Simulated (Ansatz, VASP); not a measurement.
Al9H: VASP beside Ansatz

```
CELL_PARAMETERS angstrom
5.70709 0.00000 0.00000
-1.42677 9.70148 0.00000
0.00000 0.00000 22.79037
ATOMIC_POSITIONS crystal
Al 0.26622 0.06489 0.17551
Al 0.76622 0.06489 0.17551
Al 0.33548 0.34192 0.21920
Al 0.83548 0.34192 0.21920
Al 0.14933 0.59733 0.22794
Al 0.64933 0.59733 0.22794
Al 0.46318 0.85274 0.23668
Al 0.96318 0.85274 0.23668
Al 0.03198 0.12771 0.28083
Al 0.53198 0.12771 0.28083
Al 0.09979 0.40422 0.33011
Al 0.59979 0.40422 0.33011
Al 0.41440 0.65967 0.33698
Al 0.91440 0.65967 0.33698
Al 0.22631 0.91108 0.34493
Al 0.72631 0.91108 0.34493
Al 0.29624 0.18141 0.38571
Al 0.79624 0.18141 0.38571
H 0.60626 0.36441 0.43353
H 0.60626 0.48485 0.43353
```

Alike in both runs: task single point; functional PBE; k mesh 5 × 3 × 1; occupations gaussian, width 0.1 eV; no spin polarisation.

|  | VASP | Ansatz |
| --- | --- | --- |
| version | VASP 6.6.1 | Ansatz 0.2.0 |
| potentials or method | VASP PAW PBE potentials, release 64 (Al, H), cutoff 520 eV | scalar-relativistic, plane waves, PAW |
| valence electrons in the cell | 56 | 56 |

|  | VASP | Ansatz | Ansatz less VASP |
| --- | --- | --- | --- |
| gap on the k mesh at the Fermi level (eV) | none | none | - |
| rms of the force components (eV/Å) | 0.550 | 0.550 | -0.0004 |

Atom by atom the forces differ by 0.001 eV/Å (rms over components). A gap of «none» marks a metal or a gap that the smearing closes. With one functional, cell and mesh, what is left measures potentials, basis and numerics.
